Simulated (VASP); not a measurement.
Runs of VASP 6.6.1 on ZrN. The structure is that of space group Fm-3m (No. 225), or close to it. The cells are those of the table. 

```tsv
task	cell	cutoff (eV)	gap on the mesh (eV)	pressure (GPa)
single point	a = 3.279, b = 3.279, c = 3.230 Å, angles 60.5, 60.5, 59.0°, 2 atoms	600	none	-9.3
electric field gradients	a = 3.165 Å, angles 60.0°, 2 atoms	520	none	15.7
electric field gradients	a = 3.198 Å, angles 60.0°, 2 atoms	520	none	6.0
electric field gradients	a = 3.209 Å, angles 60.0°, 2 atoms	520	none	(b)
electric field gradients	a = 3.220 Å, angles 60.0°, 2 atoms	520	none	(a)
electric field gradients	a = 3.164 Å, angles 60.0°, 2 atoms	520	none	15.8
electric field gradients	a = 3.252 Å, angles 60.0°, 2 atoms	520	none	-7.3
electric field gradients	a = 3.230 Å, angles 60.0°, 2 atoms	520	none	-2.4
```

Alike in all rows: level PBEsol; potentials or basis VASP PAW PBE potentials, release 64 (Zr_sv, N); no spin polarisation; k mesh 9 × 9 × 9; smearing fermi-dirac 0.01 eV.

**Question.** Estimate the missing entries.

**Answer.** (a) 0.2; (b) 3.0.

Caveats: the PAW data sets were made with another functional, which shifts forces and pressure a little; the cell stands under pressure (at least some runs); the cell stands under tension (at least some runs).

A k mesh can miss the band edges, and the runs leave out spin-orbit coupling on Zr.

A gap of «none» marks levels without a gap at the run's occupations.
